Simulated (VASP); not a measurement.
The system is Be.

```
Be
1.0
     2.28530    0.00000    0.00000
    -1.14265    1.97913    0.00000
     0.00000    0.00000    3.58420
Be
2
Direct
  0.66667 0.33333 0.75000
  0.33333 0.66667 0.25000
```

Program: VASP 6.6.1. Alike in all runs: task single point; no spin polarisation; cell as given.

**Question.** Order these runs on this cell by their pressure, lowest first.
A. level r2SCAN0; potentials or basis VASP PAW PBE potentials, release 64 (Be); k mesh 8 × 8 × 5; cutoff (eV) 580; smearing fermi-dirac 0.025 eV; grid for exact exchange (PRECFOCK) Normal; share of exact exchange 0.25
B. level LDA; potentials or basis VASP PAW LDA potentials, release 64 (Be); k mesh 13 × 13 × 8; cutoff (eV) 520; smearing gaussian 0.05 eV
C. level RPBE; potentials or basis VASP PAW PBE potentials, release 64 (Be); k mesh 13 × 13 × 8; cutoff (eV) 600; smearing gaussian 0.01 eV

**Answer.** B (-7.9 GPa), A (-3.4 GPa), C (0.2 GPa).

Caveats: some runs use coarse meshes; the PAW data sets were made with another functional, which shifts forces and pressure a little (at least some runs); the cell stands under tension (at least some runs).
